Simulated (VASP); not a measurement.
Here is a VASP 6.6.1 calculation.

File POSCAR:

```
SiO2
1.0
    4.1854060762      0.0000000000      0.0000000000
    0.0000000000      4.1854060762      0.0000000000
    0.0000000000      0.0000000000      2.6687449733
Si O
2 4
Direct
    0.5000000000      0.5000000000      0.5187353983
    0.0000000000      0.0000000000      0.0187353983
    0.6938852014      0.6938852014     -0.0164442672
    0.1938852014      0.8061147986      0.4835557328
    0.3061147986      0.3061147986     -0.0164442672
    0.8061147986      0.1938852014      0.4835557328
```

Contents of INCAR.step1:

```
SYSTEM = SiO2
PREC     = Accurate       ! precision mode
ENCUT    = 520            ! plane-wave cutoff, eV
ISMEAR   = 0              ! smearing method
SIGMA    = 0.05           ! smearing width, eV
LREAL    = .FALSE.        ! projectors in reciprocal space
LASPH    = .TRUE.         ! aspherical terms in the spheres
NELM     = 100            ! most SCF steps
NBANDS   = 25             ! bands
GGA      = PE             ! functional
ALGO     = Normal         ! electronic algorithm
EDIFF    = 1E-4           ! SCF threshold, eV
LWAVE    = .TRUE.         ! write WAVECAR
LCHARG   = .FALSE.        ! write CHGCAR
```

The input INCAR.step2:

```
SYSTEM = SiO2
PREC     = Accurate       ! precision mode
ENCUT    = 520            ! plane-wave cutoff, eV
EDIFF    = 1E-6           ! SCF threshold, eV
ISMEAR   = 0              ! smearing method
SIGMA    = 0.05           ! smearing width, eV
LREAL    = .FALSE.        ! projectors in reciprocal space
LASPH    = .TRUE.         ! aspherical terms in the spheres
NELM     = 100            ! most SCF steps
ALGO     = Normal         ! electronic algorithm
ISIF     = 2              ! what is computed and relaxed
LWAVE    = .FALSE.        ! write WAVECAR
LCHARG   = .FALSE.        ! write CHGCAR
METAGGA  = R2SCAN         ! meta-GGA
LMIXTAU  = .TRUE.       
NBANDS   = 25             ! bands
ISTART   = 1
```

Contents of KPOINTS:

```
regular mesh
0
G
  6 6 8
  0 0 0
```

Potentials or basis: VASP PAW PBE potentials, release 64 (Si, O).

Run with:

```sh
$ cat potpaw_PBE.64/Si/POTCAR potpaw_PBE.64/O/POTCAR > POTCAR
$ cp INCAR.step1 INCAR
$ mpirun -np 1 vasp_std > vasp.out
$ cp INCAR.step2 INCAR
$ mpirun -np 1 vasp_std > vasp.out
```

Task: Predict the band gap on the k mesh.

Result: 6.44 eV, direct.

Task: Estimate the pressure.

Result: 2.9 GPa.

Forces in eV/Å, atoms in the order of the input:
```
Si   0.000  0.000 -2.287
Si   0.000  0.000 -2.287
O    0.235  0.235  1.143
O    0.235 -0.235  1.143
O   -0.235 -0.235  1.143
O   -0.235  0.235  1.143
```

Caveat: the cell differs from its parent crystal (mode 13 (655.2 1/cm) frozen in, largest displacement +0.050 Å); the PAW data sets were made with another functional, which shifts forces and pressure a little. A k mesh can miss the band edges.
